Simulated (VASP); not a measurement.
Here is a VASP 6.6.1 calculation.

Contents of POSCAR:

```
PtS2
1.0
    7.1052481869      0.0000000000      0.0000000000
   -3.5526240935      6.1533254301      0.0000000000
    0.0000000000      0.0000000000      5.1228306381
Pt S
4 8
Direct
   -0.0019883455     -0.0018419309      0.0050887882
   -0.0016884165      0.4993186261      0.0013412507
    0.5002964846      0.0009794704     -0.0060429482
    0.5005900853      0.5005296786      0.0059767738
    0.1717734811      0.3347807658      0.2335183582
    0.3304101585      0.1613821683      0.7552117712
    0.1729435032      0.8446315832      0.2355881124
    0.3325001682      0.6639062157      0.7638120946
    0.6658908278      0.3331995070      0.2442329424
    0.8285769837      0.1718324526      0.7635792155
    0.6675439308      0.8335346567      0.2421056029
    0.8405428537      0.6659197610      0.7575493461
```

The input INCAR.step1:

```
ALGO = Normal ; EDIFF = 1E-4
ENCUT = 520 ; GGA = PE
ISMEAR = -1 ; LASPH = T
LCHARG = F ; LREAL = F
LWAVE = T ; NBANDS = 56
NELM = 60 ; PREC = Accurate
SIGMA = 0.02
```

INCAR.step2

```
ALGO = Normal ; EDIFF = 1E-7
ENCUT = 520 ; ISIF = 2
ISMEAR = -1 ; ISTART = 1
LASPH = T ; LCHARG = F
LMIXTAU = T ; LREAL = F
LWAVE = F ; METAGGA = R2SCAN
NBANDS = 56 ; NELM = 60
PREC = Accurate ; SIGMA = 0.02
```

The input KPOINTS:

```
k-points
0
Gamma
  3 3 4
```

Potentials or basis: VASP PAW PBE potentials, release 64 (Pt, S).

Launch:

```bash
$ cat potpaw_PBE.64/Pt/POTCAR potpaw_PBE.64/S/POTCAR > POTCAR
$ cp INCAR.step1 INCAR
$ mpirun -np 1 vasp_std > vasp.out
$ cp INCAR.step2 INCAR
$ mpirun -np 1 vasp_std > vasp.out
```

(1) Estimate the band gap on the k mesh.

(2) What does it give for the largest force?

(3) Predict the pressure.

Answers

(1) 0.93 eV.

(2) 1.051 eV/Å.

(3) 1.4 GPa.

Caveat: the PAW data sets were made with another functional, which shifts forces and pressure a little; spin-orbit coupling is left out, which moves the levels of the heavy elements.
